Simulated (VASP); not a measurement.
Write the native input for VASP 6.6.1 that does the following.

```yaml
Task: single point
Functional: PBE
Potentials_or_basis: VASP PAW PBE potentials, release 64 (Sc_sv, Al, N)
Cutoff: 520 eV
k_mesh: 8 × 8 × 8
Occupations: gaussian, width 0.01 eV
Spin: no spin polarisation
Dipole_correction: no
Further_INCAR_settings: ALGO = Normal; EDIFF = 1e-07; NBANDS = 20
```

The structure of ScAlN2 lies in POSCAR:

```
ScAlN2
1.0
    1.4965061415      0.8640082236      4.8350825231
   -1.4965061415      0.8640082236      4.8350825231
    0.0000000000     -1.7280164473      4.8350825231
Sc Al N
1 1 2
Direct
    1.0000000000      0.0000000000      0.0000000000
    0.5000000000      0.5000000000      0.5000000000
    0.2435541991      0.2435541991      0.2435541991
    0.7564458009      0.7564458009      0.7564458009
```

This cell differs from its parent crystal: volume changed by -6%.

The input as run:

INCAR

```
SYSTEM = ScAlN2
PREC = Accurate
ENCUT = 520
EDIFF = 1E-7
ISMEAR = 0
SIGMA = 0.01
LREAL = .FALSE.
LASPH = .TRUE.
NELM = 100
ALGO = Normal
ISIF = 2
LWAVE = .FALSE.
LCHARG = .TRUE.
GGA = PE
LELF = .TRUE.
LVHAR = .TRUE.
NBANDS = 20
```

KPOINTS

```
regular mesh
0
G
  8 8 8
  0 0 0
```

Potentials or basis: VASP PAW PBE potentials, release 64 (Sc_sv, Al, N).

Command:

```sh
$ cat potpaw_PBE.64/Sc_sv/POTCAR potpaw_PBE.64/Al/POTCAR potpaw_PBE.64/N/POTCAR > POTCAR
$ mpirun -np 1 vasp_std > vasp.out
```

It gave:

The pressure is 16.2 GPa. The largest force is 0.212 eV/Å and the band gap on the k mesh is 0.67 eV, indirect (least direct gap 2.56 eV).

Run time: 110 s on 1 thread of Intel Xeon 6975P-C, with other jobs on the host, peak memory 0.27 GiB.
